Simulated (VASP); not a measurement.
Write the native input for VASP 6.6.1 that does the following.

```yaml
Task: relaxation of the atoms
Functional: PBE
Potentials_or_basis: VASP PAW PBE potentials, release 64 (Al, H)
Cutoff: 520 eV
k_mesh: 9 × 9 × 1
Occupations: gaussian, width 0.1 eV
Spin: no spin polarisation
Dipole_correction: yes
Atoms_held_fixed_from_0: "[0, 1, 2]"
Further_INCAR_settings: ALGO = Normal; EDIFF = 1e-06; IBRION = 2; EDIFFG = -0.025; NSW = 36
Atoms_held_along_some_axes_from_0: atom 3 along a and b
```

The structure of Al3H lies in POSCAR:

```
Al3H
1.0
    2.8567582918      0.0000000000      0.0000000000
    0.0000000000      2.8567582918      0.0000000000
    0.0000000000      0.0000000000     19.6746954317
Al H
3 1
Selective dynamics
Direct
    0.5000000000      0.5000000000      0.2033068321  F F F
    0.0000000000      0.0000000000      0.3092728609  F F F
    0.5000000000      0.5000000000      0.4154928578  F F F
    0.5000000000      0.8333333333      0.4803005545  F F T
```

The input as run:

INCAR

```
PREC = Accurate ; ENCUT = 520
EDIFF = 1E-6 ; ISMEAR = 0
SIGMA = 0.1 ; LREAL = F
LASPH = T ; NELM = 100
ALGO = Normal ; ISIF = 2
LWAVE = F ; LCHARG = F
LDIPOL = T ; IDIPOL = 3
DIPOL = 0.5 0.5 0.352 ; GGA = PE
IBRION = 2 ; NSW = 36
EDIFFG = -0.025
```

KPOINTS

```
Automatic mesh
0
Gamma
  9 9 1
```

Potentials or basis: VASP PAW PBE potentials, release 64 (Al, H).

Run with:

```bash
$ cat potpaw_PBE.64/Al/POTCAR potpaw_PBE.64/H/POTCAR > POTCAR
$ mpirun -np 1 vasp_std > vasp.out
```

It gave:

| Quantity | Value |
| --- | --- |
| Energy gained by relaxing | 2.1 meV/atom |
| Ionic steps | 3 |
| Band gap on the k mesh | zero (bands 5 and 6 overlap by 1.81 eV) |

It took 2.2 min on 1 thread of Oxide Virtual Turin-like Processor, on a shared host, peak memory 0.25 GiB.
